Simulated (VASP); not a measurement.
# TaN in VASP: relaxation of the atoms with r2SCAN

Aim: the relaxation of the atoms of TaN with r2SCAN.

All numbers are computed with VASP 6.6.1; they aren't measurements. Logs are shortened: lines on timing, memory, paths and dates and some standing lists are left out, and cuts for length are marked.

**1. The cell of the first run**

The cell holds a slab with vacuum, 6 atoms: a = 3.109 Å, b = 3.109 Å, c = 23.346 Å, α = 90.00°, β = 90.00°, γ = 120.00°.

**2. Relaxation of the atoms, r2SCAN**

POSCAR

```
TaN
1.0
    3.1088180362      0.0000000000      0.0000000000
   -1.5544090181      2.6923153951      0.0000000000
    0.0000000000      0.0000000000     23.3458482432
Ta N
3 3
Selective dynamics
Direct
    0.3333333333      0.6666666667      0.3640904332  F F F
    0.0000000000      0.0000000000      0.4728180866  F F F
    0.6666666667      0.3333333333      0.5815457401  T T T
    0.6666666667      0.3333333333      0.4184542599  F F F
    0.3333333333      0.6666666667      0.5271819134  T T T
    0.0000000000      0.0000000000      0.6359095668  T T T
```

INCAR.step1

```
SYSTEM = TaN
PREC     = Accurate       ! precision mode
ENCUT    = 520            ! plane-wave cutoff, eV
ISMEAR   = 0              ! smearing method
SIGMA    = 0.1            ! smearing width, eV
LREAL    = .FALSE.        ! projectors in reciprocal space
LASPH    = .TRUE.         ! aspherical terms in the spheres
NELM     = 100            ! most SCF steps
LDIPOL   = .TRUE.       
IDIPOL   = 3            
DIPOL    = 0.5 0.5 0.500
GGA      = PE             ! functional
ALGO     = Normal         ! electronic algorithm
EDIFF    = 1E-4           ! SCF threshold, eV
LWAVE    = .TRUE.         ! write WAVECAR
LCHARG   = .FALSE.        ! write CHGCAR
```

INCAR.step2

```
SYSTEM = TaN
PREC     = Accurate       ! precision mode
ENCUT    = 520            ! plane-wave cutoff, eV
EDIFF    = 1E-6           ! SCF threshold, eV
ISMEAR   = 0              ! smearing method
SIGMA    = 0.1            ! smearing width, eV
LREAL    = .FALSE.        ! projectors in reciprocal space
LASPH    = .TRUE.         ! aspherical terms in the spheres
NELM     = 100            ! most SCF steps
ALGO     = Normal         ! electronic algorithm
ISIF     = 2              ! what is computed and relaxed
LWAVE    = .FALSE.        ! write WAVECAR
LCHARG   = .FALSE.        ! write CHGCAR
LDIPOL   = .TRUE.       
IDIPOL   = 3            
DIPOL    = 0.5 0.5 0.500
METAGGA  = R2SCAN         ! meta-GGA
LMIXTAU  = .TRUE.       
IBRION   = 2              ! ionic algorithm
NSW      = 90             ! ionic steps
EDIFFG   = -0.03          ! ionic threshold
ISTART   = 1
```

KPOINTS

```
Automatic mesh
0
G
  9 9 1
  0 0 0
```

Potentials or basis: VASP PAW PBE potentials, release 64 (Ta_pv, N).

Run with:

```
$ cat potpaw_PBE.64/Ta_pv/POTCAR potpaw_PBE.64/N/POTCAR > POTCAR
$ cp INCAR.step1 INCAR
$ mpirun -np 1 vasp_std > vasp.out
$ cp INCAR.step2 INCAR
$ mpirun -np 1 vasp_std > vasp.out
```

OUTCAR:

```text
SYSTEM = TaN
   PREC = Accurate
   ENCUT = 520
   EDIFF = 1E-6
   ISMEAR = 0
   LREAL = .FALSE.
   LASPH = .TRUE.
   NELM = 100
   ISIF = 2
   METAGGA = R2SCAN
   IBRION = 2
   NSW = 90
   EDIFFG = -0.03
   ISTART = 1

 ion  position               nearest neighbor table
   1  0.333  0.667  0.364-   4 2.20   4 2.20   4 2.20   2 3.11   2 3.11   2 3.11
   2  0.000  0.000  0.473-   4 2.20   4 2.20   4 2.20   5 2.20   5 2.20   5 2.20   1 3.11   1 3.11
                             1 3.11   3 3.11   3 3.11   3 3.11
   3  0.667  0.333  0.582-   5 2.20   6 2.20   5 2.20   6 2.20   6 2.20   5 2.20   2 3.11   2 3.11
                             2 3.11
   4  0.667  0.333  0.418-   2 2.20   1 2.20   1 2.20   2 2.20   2 2.20   1 2.20
   5  0.333  0.667  0.527-   3 2.20   3 2.20   3 2.20   2 2.20   2 2.20   2 2.20
   6  0.000  0.000  0.636-   3 2.20   3 2.20   3 2.20

  LATTYP: Found a hexagonal cell.
 ALAT       =     3.1088180362
 C/A-ratio  =     7.5095576426

  Lattice vectors:

 A1 = (   3.1088180362,   0.0000000000,   0.0000000000)
 A2 = (  -1.5544090181,   2.6923153951,   0.0000000000)
 A3 = (   0.0000000000,   0.0000000000,  23.3458482432)

Analysis of symmetry for initial positions (statically):
=====================================================================
 Subroutine PRICEL returns:
 Original cell was already a primitive cell.

 Routine SETGRP: Setting up the symmetry group for a
 hexagonal supercell.

 Subroutine GETGRP returns: Found  6 space group operations
 (whereof  6 operations were pure point group operations)
 out of a pool of 24 trial point group operations.

The static configuration has the point symmetry C_3v.

Analysis of symmetry for dynamics (positions and initial velocities):
=====================================================================
 Subroutine PRICEL returns:
 Original cell was already a primitive cell.

 Routine SETGRP: Setting up the symmetry group for a
 hexagonal supercell.

 Subroutine GETGRP returns: Found  6 space group operations
 (whereof  6 operations were pure point group operations)
 out of a pool of 24 trial point group operations.

The dynamic configuration has the point symmetry C_3v.

Analysis of constrained symmetry for selective dynamics:
=====================================================================
 Subroutine PRICEL returns:
 Original cell was already a primitive cell.

 Routine SETGRP: Setting up the symmetry group for a
 hexagonal supercell.

 Subroutine GETGRP returns: Found  6 space group operations
 (whereof  6 operations were pure point group operations)
 out of a pool of 24 trial point group operations.

The constrained configuration has the point symmetry C_3v.

 Subroutine INISYM returns: Found  6 space group operations
 (whereof  6 operations are pure point group operations),
 and found     1 'primitive' translations

----------------------------------------------------------------------------------------

                                     Primitive cell

  volume of cell :     195.4029

  direct lattice vectors                    reciprocal lattice vectors
     3.108818036  0.000000000  0.000000000     0.321665658  0.185713754  0.000000000
    -1.554409018  2.692315395  0.000000000     0.000000000  0.371427509  0.000000000
     0.000000000  0.000000000 23.345848243     0.000000000  0.000000000  0.042834169

  length of vectors
     3.108818036  3.108818036 23.345848243     0.371427509  0.371427509  0.042834169

  position of ions in fractional coordinates (direct lattice)
     0.333333333  0.666666667  0.364090433
     0.000000000  0.000000000  0.472818087
     0.666666667  0.333333333  0.581545740
     0.666666667  0.333333333  0.418454260
     0.333333333  0.666666667  0.527181913
     0.000000000  0.000000000  0.635909567

  ion indices of the primitive-cell ions
   primitive index   ion index
                 1           1
                 2           2
                 3           3
                 4           4
                 5           5
                 6           6

[... 23 lines left out ...]

 Found     12 irreducible k-points:

 Following reciprocal coordinates:
            Coordinates               Weight
  0.000000  0.000000  0.000000      1.000000
  0.111111  0.000000  0.000000      6.000000
  0.222222  0.000000  0.000000      6.000000
  0.333333 -0.000000  0.000000      6.000000
  0.444444  0.000000  0.000000      6.000000
  0.111111  0.111111  0.000000      6.000000
  0.222222  0.111111  0.000000     12.000000
  0.333333  0.111111  0.000000     12.000000
  0.444444  0.111111  0.000000      6.000000
  0.222222  0.222222  0.000000      6.000000
  0.333333  0.222222  0.000000     12.000000
  0.333333  0.333333  0.000000      2.000000
   k-points           NKPTS =     12   k-points in BZ     NKDIM =     12   number of bands    NBANDS=     28
   number of dos      NEDOS =    301   number of ions     NIONS =      6
   total plane-waves  NPLWV = 103680
   dimension x,y,z NGX =    24 NGY =   24 NGZ =  180
   dimension x,y,z NGXF=    48 NGYF=   48 NGZF=  360
   ions per type =               3   3
   NGX,Y,Z   is equivalent  to a cutoff of  12.83, 12.83, 12.82 a.u.
   NGXF,Y,Z  is equivalent  to a cutoff of  25.67, 25.67, 25.64 a.u.
 SYSTEM =  TaN
   PREC   = accura    normal or accurate (medium, high low for compatibility)
   ISTART =      1    job   : 0-new  1-cont  2-samecut
   ICHARG =      0    charge: 1-file 2-atom 10-const
   ISPIN  =      1    spin polarized calculation?
   LNONCOLLINEAR =      F non collinear calculations
   LSORBIT =      F    spin-orbit coupling
   LASPH  =      T    aspherical Exc in radial PAW
   ENCUT  =  520.0 eV  38.22 Ry    6.18 a.u.   5.78  5.78 43.41*2*pi/ulx,y,z
   NELM   =    100;   NELMIN=  2; NELMDL=  0     # of ELM steps
   EDIFF  = 0.1E-05   stopping-criterion for ELM
   LREAL  =      F    real-space projection
   EDIFFG = -.3E-01   stopping-criterion for IOM
   NSW    =     90    number of steps for IOM
   IBRION =      2    ionic relax: 0-MD 1-quasi-New 2-CG
   NFREE  =      1    steps in history (QN), initial steepest desc. (CG)
   ISIF   =      2    stress and relaxation
   ISYM   =      2    0-nonsym 1-usesym 2-fastsym
   POTIM  = 0.5000    time-step for ionic-motion
   TEBEG  =    0.0;   TEEND  =   0.0 temperature during run
   PSTRESS=    0.0 pullay stress
   NELECT =      48.0000    total number of electrons
   NUPDOWN=      -1.0000    fix difference up-down
   EMIN   =  10.00;   EMAX   =-10.00  energy-range for DOS
   EFERMI =   0.00;   METHOD = LEGACY
   ISMEAR =     0;   SIGMA  =   0.10  broadening in eV -4-tet -1-fermi 0-gaus
   EFERMI_NEDOS =   21; number of points for ismear=-14 and -15
   IALGO  =     38    algorithm
   IMIX   =      4    mixing-type and parameters
     AMIX     =   0.40;   BMIX     =  1.00
     AMIX_MAG =   1.60;   BMIX_MAG =  1.00
  volume/ion in A,a.u.               =      32.57       219.77
  Fermi-wavevector in a.u.,A,eV,Ry     =   1.025286  1.937509 14.302594  1.051211
  Thomas-Fermi vector in A             =   2.159118
   LORBIT       =      0    0 simple, 1 ext, 2 COOP (PROOUT), +10 PAW based schemes
   METAGGA = R2SCAN    functional components
   LHFCALC =     F    Hartree Fock is set to
   AEXX    =    0.0000 exact exchange contribution
   IVDW    =     0    specifies the selected vdW correction
   LEPSILON=     F    determine dielectric tensor
   LRPA    =     F    only Hartree local field effects (RPA)
 conjugate gradient relaxation of ions
 non-spin polarized calculation
 Gauss-broadening in eV      SIGMA  =   0.10
  energy-cutoff  :      520.00
  volume of cell :      195.40
 maximum number of plane-waves:      5281
 NGX is ok and might be reduce to    24
   NGX = 11   NGY = 11   NGZ = 87

--------------------------------------- Ionic step        1  -------------------------------------------

 number of electron      47.9999996 magnetization

 Free energy of the ion-electron system (eV)
  ---------------------------------------------------
  ext. energy  EPLUGINS =         0.00000000
  ---------------------------------------------------
  free energy    TOTEN  =      -175.91065280 eV

  energy without entropy =     -175.89185093  energy(sigma->0) =     -175.90125187

------------------------ aborting loop because EDIFF is reached ----------------------------------------

  FORCE on cell =-STRESS in cart. coord.  units (eV):
  Direction    XX          YY          ZZ          XY          YZ          ZX
  --------------------------------------------------------------------------------------
  -------------------------------------------------------------------------------------
  Total       -5.1466429     -5.1466429     -4.9856811      0.0000000      0.0000000     -0.0000000
  in kB      -42.1991518    -42.1991518    -40.8793689      0.0000000      0.0000000     -0.0000000
  external PRESSURE =     -41.7592242 kB  Pullay stress =       0.0000000 kB
[... 61 lines left out ...]
  FREE ENERGIE OF THE ION-ELECTRON SYSTEM (eV)
  ---------------------------------------------------
  free  energy   TOTEN  =      -176.7045747327 eV

  energy  without entropy=     -176.6733962872  energy(sigma->0) =     -176.68898551

 dipolmoment           0.000000      0.000000     -0.029197 electrons x Angstroem

--------------------------------------- Ionic step        3  -------------------------------------------

 number of electron      47.9999998 magnetization

------------------------ aborting loop because EDIFF is reached ----------------------------------------
[... 29 lines left out ...]
  FREE ENERGIE OF THE ION-ELECTRON SYSTEM (eV)
  ---------------------------------------------------
  free  energy   TOTEN  =      -176.9655991172 eV

  energy  without entropy=     -176.9354889597  energy(sigma->0) =     -176.95054404

[... ionic steps 4 to 8 ...]

--------------------------------------- Ionic step        9  -------------------------------------------

 number of electron      47.9999997 magnetization

------------------------ aborting loop because EDIFF is reached ----------------------------------------
[... 75 lines left out ...]
--------------------------------------- Ionic step       11  -------------------------------------------

 number of electron      47.9999996 magnetization

 dipolmoment           0.000000      0.000000      0.017927 electrons x Angstroem

 Free energy of the ion-electron system (eV)
  ---------------------------------------------------
  ext. energy  EPLUGINS =         0.00000000
  ---------------------------------------------------
  free energy    TOTEN  =      -176.99684853 eV

  energy without entropy =     -176.96863242  energy(sigma->0) =     -176.98274048

 E-fermi :  -0.5560     XC(G=0):  -5.5306

 val. band max:       -0.5624047504   @ k =   0.3333   0.3333   0.0000
 cond. band min:      -0.4989833051   @ k =   0.3333   0.2222   0.0000
 fundamental gap:      0.0634214453
 Fermi energy:        -0.5560178751

 k-point     1 :       0.0000    0.0000    0.0000
  band No.  band energies     occupation
      1     -38.2831      2.00000
      2     -37.9746      2.00000
      3     -37.7590      2.00000
      4     -37.7590      2.00000
      5     -37.7340      2.00000
      6     -37.7340      2.00000
[... 361 lines left out ...]
     27       1.1081      0.00000
     28       1.1518      0.00000

------------------------ aborting loop because EDIFF is reached ----------------------------------------

 vacuum level on the upper side and lower side of the slab       (xc-potential included)         0.188        -0.195

  FORCE on cell =-STRESS in cart. coord.  units (eV):
  Direction    XX          YY          ZZ          XY          YZ          ZX
  --------------------------------------------------------------------------------------
  -------------------------------------------------------------------------------------
  Total       -2.3773511     -2.3773511     -0.7834567      0.0000000      0.0000000      0.0000000
  in kB      -19.4927454    -19.4927454     -6.4238394      0.0000000      0.0000000      0.0000000
  external PRESSURE =     -15.1364434 kB  Pullay stress =       0.0000000 kB
[... 21 lines left out ...]
  FREE ENERGIE OF THE ION-ELECTRON SYSTEM (eV)
  ---------------------------------------------------
  free  energy   TOTEN  =      -176.9968485287 eV

  energy  without entropy=     -176.9686324219  energy(sigma->0) =     -176.98274048

 reached required accuracy - stopping structural energy minimisation

 vacuum level on the upper side and lower side of the slab         4.964         4.575
```

It took 2.2 h on 1 thread of Oxide Virtual Turin-like, shared host; peak memory 0.35 GiB.

What came out:

* Free energy: -176.9968 eV
* Energy gained by relaxing: 181.0 meV/atom
* Ionic steps: 11
* Band gap on the k mesh: zero (bands 24 and 25 overlap by 1.02 eV)

The path:
```csv
step,energy change (eV),largest force on free atoms (eV/Å),pressure (GPa)
1,0.0000,6.0418,-4.18
2,-0.7939,3.2119,-0.02
3,-1.0549,0.6136,-2.19
4,-1.0551,0.6057,-2.26
5,-1.0753,0.2685,-2.09
6,-1.0816,0.2217,-1.89
7,-1.0830,0.1511,-1.92
8,-1.0830,0.1461,-1.92
9,-1.0846,0.1066,-1.80
10,-1.0861,0.0343,-1.58
11,-1.0862,0.0160,-1.51
```

Final structure:
```xyz
6
Lattice="3.1088 0.0000 0.0000 -1.5544 2.6923 0.0000 0.0000 0.0000 23.3458" Properties=species:S:1:pos:R:3 pbc="T T T"
Ta    0.0000    1.7949    8.5000
Ta    0.0000    0.0000   11.0383
Ta    1.5544    0.8974   13.7159
N     1.5544    0.8974    9.7692
N     0.0000    1.7949   12.3208
N     3.1088    0.0000   14.6152
```

Caveat: the PAW data sets were made with another functional, which shifts forces and pressure a little; spin-orbit coupling is left out, which moves the levels of the heavy elements.
